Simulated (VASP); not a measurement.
Write the native input for VASP 6.6.1 that does the following.

```yaml
Task: single point
Functional: PBE
Potentials_or_basis: VASP PAW PBE potentials, release 64 (Sn_d)
Cutoff: 520 eV
k_mesh: 10 × 10 × 6
Occupations: gaussian, width 0.1 eV
Spin: no spin polarisation
Dipole_correction: no
Further_INCAR_settings: ALGO = Fast; EDIFF = 1e-07; NBANDS = 36
```

The structure of Sn lies in POSCAR:

```
Sn
1.0
    3.2292324732      3.2292324732      0.0000000000
   -3.2292324732      3.2292324732      0.0000000000
    0.0000000000      0.0000000000      6.8390649246
Sn
4
Direct
    0.0000000000      0.0000000000      0.5000000000
    0.0000000000      0.5000000000      0.2500000000
    0.5000000000      0.5000000000      0.0000000000
    0.5000000000      0.0000000000      0.7500000000
```

This cell differs from its parent crystal: biaxial strain in the a-b plane: -3.0 %, then relaxed in part.

One way to write it, as run:

INCAR

```
PREC = Accurate
ENCUT = 520
EDIFF = 1E-7
ISMEAR = 0
SIGMA = 0.1
LREAL = F
LASPH = T
NELM = 80
ALGO = Fast
ISIF = 2
LWAVE = F
LCHARG = F
GGA = PE
NBANDS = 36
```

KPOINTS

```
regular mesh
0
Gamma
  10 10 6
```

Potentials or basis: VASP PAW PBE potentials, release 64 (Sn_d).

Run with:

```console
$ cat potpaw_PBE.64/Sn_d/POTCAR > POTCAR
$ mpirun -np 1 vasp_std > vasp.out
```

It gave:

```yaml
Pressure: 1.2 GPa
Band_gap_on_the_k_mesh: zero (bands 28 and 29 overlap by 0.34 eV)
```

Caveat: the cell differs from its parent crystal (biaxial strain in the a-b plane: -3.0 %, then relaxed in part); spin-orbit coupling is left out, which moves the levels of the heavy elements.

Run time: 10 min on 1 thread of Intel Xeon 8259CL, with other jobs on the host, peak memory 0.45 GiB.
